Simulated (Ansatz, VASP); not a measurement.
## One calculation of Ru, two programs

```
CELL_PARAMETERS angstrom
-1.55043 1.55043 1.55043
1.55043 -1.55043 1.55043
1.55043 1.55043 -1.55043
ATOMIC_POSITIONS crystal
Ru 0.00000 0.00000 0.00000
```

Alike in both runs: task relaxation of cell and atoms; functional PBEsol; k mesh 8 × 8 × 8; occupations gaussian, width 0.1 eV; no spin polarisation.

```csv
,VASP,Ansatz
version,VASP 6.6.1,Ansatz 0.2.0
potentials or method,"VASP PAW PBE potentials, release 64 (Ru_pv), cutoff 500 eV","scalar-relativistic, plane waves, PAW"
valence electrons in the cell,14,16
```

|  | VASP | Ansatz | Ansatz less VASP |
| --- | --- | --- | --- |
| gap on the k mesh at the Fermi level, each at its own relaxed structure (eV) | none | none | - |
| relaxed volume (Å³/atom) | 13.73 | 13.73 | +0.004 |
| relaxed cell length with the largest relative difference (Å) | 2.613 | 2.613 | +0.0003 |

VASP's potentials were made for PBE, not for PBEsol. A gap of «none» marks a metal or a gap that the smearing closes. VASP's potentials hold 14 valence electrons a cell and Ansatz's 16, so a difference there can come from the potentials and not from the codes.
